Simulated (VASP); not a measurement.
Crystal: SnTe.

```
Sn Te
1.0
     0.00000    3.31945    3.31945
     3.31945    0.00000    3.31945
     3.31945    3.31945    0.00000
Sn Te
1 1
Direct
  0.00000 0.00000 0.00000
  0.50000 0.50000 0.50000
```

This cell differs from its parent crystal: strain +4.1%.

Base run:

* Program: VASP 6.6.1
* Functional: r2SCAN
* Potentials or basis: VASP PAW PBE potentials, release 64 (Sn_d, Te)
* Cutoff: 520 eV
* k mesh: 8 × 8 × 8
* Occupations: gaussian, width 0.01 eV
* Spin: no spin polarisation

Its results: band gap on the k mesh 0.46 eV, direct; pressure -4.2 GPa.

**Question.** The run is repeated on the same cell with these changes: functional from r2SCAN to PBE; occupations from gaussian, width 0.01 eV to fermi-dirac, width 0.02 eV. What comes out?

**Answer.** Band gap on the k mesh 0.31 eV, direct; pressure -3.4 GPa.

Caveats: spin-orbit coupling is left out, which moves the levels of the heavy elements; the PAW data sets were made with another functional, which shifts forces and pressure a little (some runs).

A k mesh can miss the band edges.
